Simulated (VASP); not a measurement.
# Rh (Im-3m) in VASP: further runs

The runs below take Rh through single point, with PBE.

Program: VASP 6.6.1. These are calculated values, not measurements. Logs are shortened: lines on timing, memory, paths and dates and some standing lists are left out, and cuts for length are marked.

## 1. The cell of the first run

It takes space group Im-3m (No. 229, cubic). The conventional cell has a = 3.071 Å, b = 3.071 Å, c = 3.071 Å, α = 90.00°, β = 90.00°, γ = 90.00°. Within 3.5 Å of Rh (site symmetry m-3m) lie 14 Rh at 2.66 to 3.07 Å.

This isn't the form of Rh at room conditions, which is fcc.

## 2. Single point, PBE, non-collinear spin, zero start, spin-orbit coupling

INCAR reads:

```
SYSTEM = Rh
ALGO = Normal
EDIFF = 1E-6
ENCUT = 520
GGA = PE
GGA_COMPAT = .FALSE.
ISIF = 2
ISMEAR = -1
LASPH = .TRUE.
LCHARG = .FALSE.
LMAXMIX = 4
LORBIT = 11
LORBMOM = .TRUE.
LREAL = .FALSE.
LSORBIT = .TRUE.
LWAVE = .FALSE.
MAGMOM = 0 0 0
NBANDS = 26
NELM = 150
PREC = Accurate
SIGMA = 0.05
```

KPOINTS reads:

```
k-points
0
G
  19 19 19
  0 0 0
```

POSCAR reads:

```
Rh
1.0
   -1.5356691787      1.5356691787      1.5356691787
    1.5356691787     -1.5356691787      1.5356691787
    1.5356691787      1.5356691787     -1.5356691787
Rh
1
Direct
    0.0000000000      0.0000000000      0.0000000000
```

Potentials or basis: VASP PAW PBE potentials, release 64 (Rh_pv).

On the command line:

```sh
$ cat potpaw_PBE.64/Rh_pv/POTCAR > POTCAR
$ mpirun -np 1 vasp_ncl > vasp.out
```

OUTCAR:

```text
SYSTEM = Rh
   EDIFF = 1E-6
   ENCUT = 520
   GGA = PE
   ISIF = 2
   ISMEAR = -1
   LASPH = .TRUE.
   LORBIT = 11
   LREAL = .FALSE.
   LSORBIT = .TRUE.
   NELM = 150
   PREC = Accurate

 ion  position               nearest neighbor table
   1  0.000  0.000  0.000-

  LATTYP: Found a body centered cubic cell.
 ALAT       =     3.0713383574

  Lattice vectors:

 A1 = (  -1.5356691787,   1.5356691787,   1.5356691787)
 A2 = (   1.5356691787,  -1.5356691787,   1.5356691787)
 A3 = (   1.5356691787,   1.5356691787,  -1.5356691787)

Analysis of symmetry for initial positions (statically):
=====================================================================
 Subroutine PRICEL returns:
 Original cell was already a primitive cell.

 Routine SETGRP: Setting up the symmetry group for a
 body centered cubic supercell.

 Subroutine GETGRP returns: Found 48 space group operations
 (whereof 48 operations were pure point group operations)
 out of a pool of 48 trial point group operations.

The static configuration has the point symmetry O_h .

Analysis of symmetry for dynamics (positions and initial velocities):
=====================================================================
 Subroutine PRICEL returns:
 Original cell was already a primitive cell.

 Routine SETGRP: Setting up the symmetry group for a
 body centered cubic supercell.

 Subroutine GETGRP returns: Found 48 space group operations
 (whereof 48 operations were pure point group operations)
 out of a pool of 48 trial point group operations.

The dynamic configuration has the point symmetry O_h .

Analysis of structural, dynamic, and magnetic symmetry:
=====================================================================
 Subroutine PRICEL returns:
 Original cell was already a primitive cell.

 Routine SETGRP: Setting up the symmetry group for a
 body centered cubic supercell.

 Subroutine GETGRP returns: Found 48 space group operations
 (whereof 48 operations were pure point group operations)
 out of a pool of 48 trial point group operations.

The overall configuration has the point symmetry O_h .

 Subroutine INISYM returns: Found 48 space group operations
 (whereof 48 operations are pure point group operations),
 and found     1 'primitive' translations

----------------------------------------------------------------------------------------

                                     Primitive cell
[... 147 lines left out ...]
  band No.  band energies     occupation
      1     -37.7442      1.00000
      2     -37.7442      1.00000
      3     -33.9031      1.00000
      4     -33.9031      1.00000
      5     -33.9031      1.00000
      6     -33.9031      1.00000
[... 685 lines left out ...]
     25      31.9474      0.00000
     26      31.9474      0.00000

 [... further k-points ...]

------------------------ aborting loop because EDIFF is reached ----------------------------------------

  FORCE on cell =-STRESS in cart. coord.  units (eV):
  Direction    XX          YY          ZZ          XY          YZ          ZX
  --------------------------------------------------------------------------------------
  -------------------------------------------------------------------------------------
  Total        0.0166595      0.0166595      0.0166595      0.0000000      0.0000000     -0.0000000
  in kB        1.8425459      1.8425459      1.8425459      0.0000000      0.0000000     -0.0000000
  external PRESSURE =       1.8425459 kB  Pullay stress =       0.0000000 kB

 VOLUME and BASIS-vectors are now :
 -----------------------------------------------------------------------------
  energy-cutoff  :      520.00
  volume of cell :       14.49
      direct lattice vectors                 reciprocal lattice vectors
    -1.535669179  1.535669179  1.535669179     0.000000000  0.325590959  0.325590959
     1.535669179 -1.535669179  1.535669179     0.325590959  0.000000000  0.325590959
     1.535669179  1.535669179 -1.535669179     0.325590959  0.325590959  0.000000000

 POSITION                                       TOTAL-FORCE (eV/Angst)
 -----------------------------------------------------------------------------------
      0.00000      0.00000      0.00000        -0.000000     -0.000000     -0.000000
 -----------------------------------------------------------------------------------
    total drift:                               -0.000000     -0.000000      0.000000

  FREE ENERGIE OF THE ION-ELECTRON SYSTEM (eV)
  ---------------------------------------------------
  free  energy   TOTEN  =        -7.0755697807 eV

  energy  without entropy=       -7.0521528200  energy(sigma->0) =       -7.06386130

 orbital moment (x)

 # of ion     p       d       tot
 ----------------------------------------
  1         0.000  -0.000  -0.000
 ----------------------------------------
            0.000  -0.000  -0.000

 orbital moment (y)

 # of ion     p       d       tot
 ----------------------------------------
  1         0.000  -0.000  -0.000
 ----------------------------------------
            0.000  -0.000  -0.000

 orbital moment (z)

 # of ion     p       d       tot
 ----------------------------------------
  1         0.000   0.000   0.000
 ----------------------------------------
            0.000   0.000   0.000

 Spin-Orbit-Coupling matrix elements

 Ion:    1  E_soc:     -0.3225431
 l=   1
     0.0000000    -0.0415034    -0.0415034
    -0.0415034     0.0000000    -0.0415034
    -0.0415034    -0.0415034     0.0000000
 l=   2
     0.0000000    -0.0013722     0.0000000    -0.0013722    -0.0108817
    -0.0013722     0.0000000    -0.0081612    -0.0013722    -0.0027204
     0.0000000    -0.0081612     0.0000000    -0.0081612     0.0000000
    -0.0013722    -0.0013722    -0.0081612     0.0000000    -0.0027204
    -0.0108817    -0.0027204     0.0000000    -0.0027204     0.0000000
 l=   3
     0.0000000     0.0000000     0.0000000     0.0000000     0.0000000     0.0000000     0.0000000
     0.0000000     0.0000000     0.0000000     0.0000000     0.0000000     0.0000000     0.0000000
     0.0000000     0.0000000     0.0000000     0.0000000     0.0000000     0.0000000     0.0000000
     0.0000000     0.0000000     0.0000000     0.0000000     0.0000000     0.0000000     0.0000000
     0.0000000     0.0000000     0.0000000     0.0000000     0.0000000     0.0000000     0.0000000
     0.0000000     0.0000000     0.0000000     0.0000000     0.0000000     0.0000000     0.0000000
     0.0000000     0.0000000     0.0000000     0.0000000     0.0000000     0.0000000     0.0000000

 total charge

# of ion       s       p       d       tot
------------------------------------------
    1        0.382   6.256   7.088  13.726

 magnetization (x)

# of ion       s       p       d       tot
------------------------------------------
    1        0.000  -0.000  -0.000  -0.000

 magnetization (y)

# of ion       s       p       d       tot
------------------------------------------
    1       -0.000  -0.000  -0.000  -0.000

 magnetization (z)

# of ion       s       p       d       tot
------------------------------------------
    1       -0.000   0.000  -0.000  -0.000
```

OSZICAR:

```text
N       E                     dE             d eps       ncg     rms          rms(c)
DAV:   1     0.167320635000E+03    0.16732E+03   -0.87602E+03 11456   0.131E+03
DAV:   2    -0.319010144033E+01   -0.17051E+03   -0.16320E+03 11902   0.419E+02
DAV:   3    -0.746005011373E+01   -0.42699E+01   -0.42265E+01 12928   0.736E+01
DAV:   4    -0.748864036725E+01   -0.28590E-01   -0.28580E-01 13064   0.600E+00
DAV:   5    -0.748904919555E+01   -0.40883E-03   -0.40874E-03 13800   0.713E-01    0.935E+00
DAV:   6    -0.708883112718E+01    0.40022E+00   -0.76229E-01 12080   0.122E+01    0.371E+00
DAV:   7    -0.707848649398E+01    0.10345E-01   -0.40954E-02 13520   0.167E+00    0.185E+00
DAV:   8    -0.707557572178E+01    0.29108E-02   -0.30748E-03 12348   0.762E-01    0.672E-01
DAV:   9    -0.707559234930E+01   -0.16628E-04   -0.78794E-05 13962   0.121E-01    0.485E-02
DAV:  10    -0.707556862128E+01    0.23728E-04   -0.50029E-05 12830   0.101E-01    0.217E-02
DAV:  11    -0.707556981552E+01   -0.11942E-05   -0.29642E-06 12612   0.216E-02    0.216E-03
DAV:  12    -0.707556978066E+01    0.34859E-07   -0.16155E-07  7070   0.529E-03
   1 F= -.70755698E+01 E0= -.70638613E+01  d E =-.234170E-01  mag=    -0.0000     0.0000    -0.0000
```

stdout:

```text
POSCAR found type information on POSCAR Rh
 POSCAR found :  1 types and       1 ions
 scaLAPACK will be used
 LDA part: xc-table for (Slater+PW92), standard interpolation
 POSCAR, INCAR and KPOINTS ok, starting setup
 FFT: planning ... GRIDC
 FFT: planning ... GRID_SOFT
 FFT: planning ... GRID
 WAVECAR not read
 entering main loop
```

Wall time 60 s (1 thread of AMD EPYC 9R45 (Zen 5), shared host); peak memory 0.21 GiB.

What came out:

| Property | Result |
| --- | --- |
| Free energy | -7.0756 eV |
| Pressure | 0.2 GPa |
| Net moment | 0.00 μB per cell |
| Valence electrons inside the program's atomic spheres | Rh 13.73 |

Moments on the atoms (μB; x, y, z):
```
Rh  0.00 0.00 0.00
```

## 3. Single point, PBE, non-collinear spin, zero start, spin-orbit coupling

INCAR reads:

```
SYSTEM = Rh
ALGO = Normal
EDIFF = 1E-7
ENCUT = 520
GGA = PE
GGA_COMPAT = .False.
ISIF = 2
ISMEAR = -1
LASPH = .True.
LCHARG = .False.
LMAXMIX = 4
LORBIT = 11
LORBMOM = .True.
LREAL = .False.
LSORBIT = .True.
LWAVE = .False.
MAGMOM = 0 0 0
NBANDS = 26
NELM = 150
PREC = Accurate
SIGMA = 0.05
```

KPOINTS reads:

```
k-points
0
Gamma
  19 19 19
  0 0 0
```

POSCAR reads:

```
Rh
1.0
   -1.5358168106      1.5358168106      1.5358168106
    1.5358168106     -1.5358168106      1.5358168106
    1.5358168106      1.5358168106     -1.5358168106
Rh
1
Direct
    0.0000000000      0.0000000000      0.0000000000
```

Potentials or basis: VASP PAW PBE potentials, release 64 (Rh_pv).

On the command line:

```sh
$ cat potpaw_PBE.64/Rh_pv/POTCAR > POTCAR
$ mpirun -np 1 vasp_ncl > vasp.out
```

It took 59 s on 1 thread of AMD EPYC 9R45 (Zen 5), shared host; peak memory 0.21 GiB.

The run converged. Its results:

```
Free energy                                           : -7.0756 eV
Pressure                                              : 0.1 GPa
Net moment                                            : 0.00 μB per cell
Valence electrons inside the program's atomic spheres : Rh 13.73
```

Moments on the atoms (μB; x, y, z):
```
Rh  0.00 0.00 0.00
```
